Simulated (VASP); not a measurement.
# LaTa2GeN3 (P1) in VASP: notebook, part 2 of 2

VASP 6.6.1. The steps go on from the part before.

## 3. Single point, PBE

The input, INCAR:

```
SYSTEM = LaTa2GeN3
PREC = Accurate ; ENCUT = 520
EDIFF = 1E-7 ; ISMEAR = 0
SIGMA = 0.1 ; LREAL = .FALSE.
LASPH = .TRUE. ; NELM = 100
ALGO = Normal ; ISIF = 2
LWAVE = .FALSE. ; LCHARG = .FALSE.
GGA = PE ; NBANDS = 40
```

The input, KPOINTS:

```
Automatic mesh
0
G
  4 4 4
  0 0 0
```

The input, POSCAR:

```
LaTa2GeN3
1.0
    5.3116049899      0.0030643345     -0.0380206179
   -2.2900250127      5.2309052906      0.0267728996
   -0.4857746349     -2.9820156168      5.4302481382
La Ta Ge N
1 2 1 3
Direct
    0.6013190882      0.0792089898      0.5287585024
    0.7079463266      0.4681226867      0.2023339670
    0.9765348044      0.0033205408      0.0281629694
    0.0479649762      0.7008808374      0.6246494597
    0.3639291091      0.2163876306      0.2440756303
    0.8438255342      0.2434184343      0.9603415744
    0.7084790911      0.7886608405      0.1616789068
```

Potentials or basis: VASP PAW PBE potentials, release 64 (La, Ta_pv, Ge_d, N).

Run with:

```console
cat potpaw_PBE.64/La/POTCAR potpaw_PBE.64/Ta_pv/POTCAR potpaw_PBE.64/Ge_d/POTCAR potpaw_PBE.64/N/POTCAR > POTCAR
mpirun -np 1 vasp_std > vasp.out
```

OUTCAR:

```text
SYSTEM = LaTa2GeN3
   PREC = Accurate
   ENCUT = 520
   EDIFF = 1E-7
   ISMEAR = 0
   LREAL = .FALSE.
   LASPH = .TRUE.
   NELM = 100
   ISIF = 2
   GGA = PE

 ion  position               nearest neighbor table
   1  0.601  0.079  0.529-   6 2.48   7 2.49   5 2.62   4 3.14   4 3.15   2 3.49   2 3.56
   2  0.708  0.468  0.202-   5 1.94   7 1.95   6 1.95   4 2.52   3 3.35   3 3.46   3 3.47   1 3.49
                             1 3.56
   3  0.977  0.003  0.028-   5 1.93   6 1.94   7 1.96   4 2.57   2 3.35   2 3.46   2 3.47
   4  0.048  0.701  0.625-   2 2.52   3 2.57   1 3.14   1 3.15
   5  0.364  0.216  0.244-   3 1.93   2 1.94   1 2.62
   6  0.844  0.243  0.960-   3 1.94   2 1.95   1 2.48
   7  0.708  0.789  0.162-   2 1.95   3 1.96   1 2.49

  LATTYP: Found a triclinic cell.
 ALAT       =    13.0998036150
 B/A-ratio  =     0.7464726497
 C/A-ratio  =     1.2297965880
 COS(alpha) =     0.0121446989
 COS(beta)  =     0.4562276458
 COS(gamma) =     0.8923253135

  Lattice vectors:

 A1 = (  -7.3616356973,   0.7269972740, -10.8112279402)
 A2 = (  -7.8474103322,  -2.2550183428,  -5.3809798020)
 A3 = (   3.9931292470,  11.1980008587, -10.8717439947)

Analysis of symmetry for initial positions (statically):
=====================================================================
 Subroutine PRICEL returns:
 Original cell was already a primitive cell.

 Routine SETGRP: Setting up the symmetry group for a
 triclinic supercell.

 Subroutine GETGRP returns: Found  1 space group operations
 (whereof  1 operations were pure point group operations)
 out of a pool of  2 trial point group operations.

The static configuration has the point symmetry C_1 .

Analysis of symmetry for dynamics (positions and initial velocities):
=====================================================================
 Subroutine PRICEL returns:
 Original cell was already a primitive cell.

[... 133 lines left out ...]
   EFERMI_NEDOS =   21; number of points for ismear=-14 and -15
   IALGO  =     38    algorithm
   IMIX   =      4    mixing-type and parameters
     AMIX     =   0.40;   BMIX     =  1.00
     AMIX_MAG =   1.60;   BMIX_MAG =  1.00
  volume/ion in A,a.u.               =      21.57       145.55
  Fermi-wavevector in a.u.,A,eV,Ry     =   1.216830  2.299474 20.145794  1.480674
  Thomas-Fermi vector in A             =   2.352170
   LORBIT       =      0    0 simple, 1 ext, 2 COOP (PROOUT), +10 PAW based schemes
   GGA     = PE    functional components
   LHFCALC =     F    Hartree Fock is set to
   AEXX    =    0.0000 exact exchange contribution
   IVDW    =     0    specifies the selected vdW correction
   LEPSILON=     F    determine dielectric tensor
   LRPA    =     F    only Hartree local field effects (RPA)
 non-spin polarized calculation
 Gauss-broadening in eV      SIGMA  =   0.10
  energy-cutoff  :      520.00
  volume of cell :      150.98
 maximum number of plane-waves:      4084
   NGX = 19   NGY = 21   NGZ = 23

 number of electron      62.0000005 magnetization

 Free energy of the ion-electron system (eV)
  ---------------------------------------------------
  ext. energy  EPLUGINS =         0.00000000
  ---------------------------------------------------
  free energy    TOTEN  =       -63.41016230 eV

  energy without entropy =      -63.41016225  energy(sigma->0) =      -63.41016228

 E-fermi :   4.0075     XC(G=0):  -9.4423

 val. band max:        3.6845756340   @ k =   0.0000   0.0000   0.0000
 cond. band min:       4.3459435097   @ k =   0.2500  -0.0000   0.0000
 fundamental gap:      0.6613678758
 Fermi energy:         4.0075449537

 k-point     1 :       0.0000    0.0000    0.0000
  band No.  band energies     occupation
      1     -31.2806      2.00000
      2     -31.2562      2.00000
      3     -31.1232      2.00000
      4     -31.0684      2.00000
      5     -31.0362      2.00000
      6     -30.9330      2.00000
[... 1021 lines left out ...]
     39       6.1434      0.00000
     40       6.2242      0.00000

 [... further k-points ...]
[... 5 lines left out ...]
  --------------------------------------------------------------------------------------
  -------------------------------------------------------------------------------------
  Total        0.3658184      0.5477405      0.1260593      0.0087695     -0.0508091     -0.0151062
  in kB        3.8819429      5.8124394      1.3376998      0.0930594     -0.5391694     -0.1603019
  external PRESSURE =       3.6773607 kB  Pullay stress =       0.0000000 kB

 VOLUME and BASIS-vectors are now :
 -----------------------------------------------------------------------------
  energy-cutoff  :      520.00
  volume of cell :      150.98
      direct lattice vectors                 reciprocal lattice vectors
     5.311604990  0.003064334 -0.038020618     0.188663770  0.082277008  0.062059668
    -2.290025013  5.230905291  0.026772900     0.000640723  0.190915107  0.104898167
    -0.485774635 -2.982015617  5.430248138     0.001317796 -0.000365200  0.184070984

 POSITION                                       TOTAL-FORCE (eV/Angst)
 -----------------------------------------------------------------------------------
      2.75572     -1.16059      2.85055         0.004047      0.000890     -0.000932
      2.59003      1.84751      1.08434         0.033986      0.015811      0.072366
      5.16568     -0.06362      0.11589         0.018703     -0.034126     -0.080412
     -1.65370      1.80367      3.40894         0.005166     -0.002002     -0.003612
      1.31895      0.40518      1.31735         0.011654     -0.050511      0.070034
      3.45812     -1.58787      5.18933         0.003330      0.048385     -0.082257
      1.87857      3.64545      0.87213        -0.076886      0.021554      0.024813
 -----------------------------------------------------------------------------------
    total drift:                                0.000310      0.000254     -0.000691

  FREE ENERGIE OF THE ION-ELECTRON SYSTEM (eV)
  ---------------------------------------------------
  free  energy   TOTEN  =       -63.4101623022 eV

  energy  without entropy=      -63.4101622489  energy(sigma->0) =      -63.41016228
```

OSZICAR:

```text
N       E                     dE             d eps       ncg     rms          rms(c)
DAV:   1     0.716602890703E+03    0.71660E+03   -0.28005E+04  3416   0.248E+03
DAV:   2     0.764176958928E+02   -0.64019E+03   -0.59543E+03  3208   0.663E+02
DAV:   3    -0.631670210477E+02   -0.13958E+03   -0.13351E+03  3936   0.203E+02
DAV:   4    -0.751271276276E+02   -0.11960E+02   -0.11880E+02  4568   0.632E+01
DAV:   5    -0.757290255117E+02   -0.60190E+00   -0.60119E+00  4840   0.146E+01    0.391E+01
DAV:   6    -0.632531766529E+02    0.12476E+02   -0.10381E+02  3720   0.400E+01    0.136E+01
DAV:   7    -0.634518519029E+02   -0.19868E+00   -0.12263E+01  4584   0.234E+01    0.964E+00
DAV:   8    -0.635785099496E+02   -0.12666E+00   -0.28105E+00  4520   0.701E+00    0.282E+00
DAV:   9    -0.633998564966E+02    0.17865E+00   -0.11846E+00  4032   0.446E+00    0.432E-01
DAV:  10    -0.634084303551E+02   -0.85739E-02   -0.85015E-02  4480   0.157E+00    0.182E-01
DAV:  11    -0.634095835392E+02   -0.11532E-02   -0.52236E-03  5296   0.395E-01    0.110E-01
DAV:  12    -0.634099731945E+02   -0.38966E-03   -0.19419E-03  4064   0.201E-01    0.444E-02
DAV:  13    -0.634101116181E+02   -0.13842E-03   -0.34919E-04  4624   0.107E-01    0.244E-02
DAV:  14    -0.634101437753E+02   -0.32157E-04   -0.87757E-05  4600   0.473E-02    0.988E-03
DAV:  15    -0.634101599972E+02   -0.16222E-04   -0.27298E-05  4032   0.232E-02    0.528E-03
DAV:  16    -0.634101617095E+02   -0.17123E-05   -0.41369E-06  4176   0.114E-02    0.359E-03
DAV:  17    -0.634101622415E+02   -0.53200E-06   -0.31093E-06  3928   0.791E-03    0.187E-03
DAV:  18    -0.634101623022E+02   -0.60686E-07   -0.60458E-07  3608   0.425E-03
   1 F= -.63410162E+02 E0= -.63410162E+02  d E =-.533558E-07
```

stdout:

```text
POSCAR found type information on POSCAR LaTaGeN
 POSCAR found :  4 types and       7 ions
 scaLAPACK will be used
 LDA part: xc-table for (Slater+PW92), standard interpolation
 POSCAR, INCAR and KPOINTS ok, starting setup
 FFT: planning ... GRIDC
 FFT: planning ... GRID_SOFT
 FFT: planning ... GRID
 WAVECAR not read
 entering main loop
```

It took 5 min on 1 thread of Intel Xeon Platinum 8488C (Sapphire Rapids), shared host; peak memory 0.43 GiB.

What came out:

- Free energy: -63.4102 eV
- Pressure: 0.4 GPa
- Largest force: 0.095 eV/Å
- Band gap on the k mesh: 0.66 eV

Forces on the atoms (eV/Å):
```
La   0.004  0.001 -0.001
Ta   0.034  0.016  0.072
Ta   0.019 -0.034 -0.080
Ge   0.005 -0.002 -0.004
N    0.012 -0.051  0.070
N    0.003  0.048 -0.082
N   -0.077  0.022  0.025
```

Caveat: spin-orbit coupling is left out, which moves the levels of the heavy elements. A k mesh can miss the band edges.
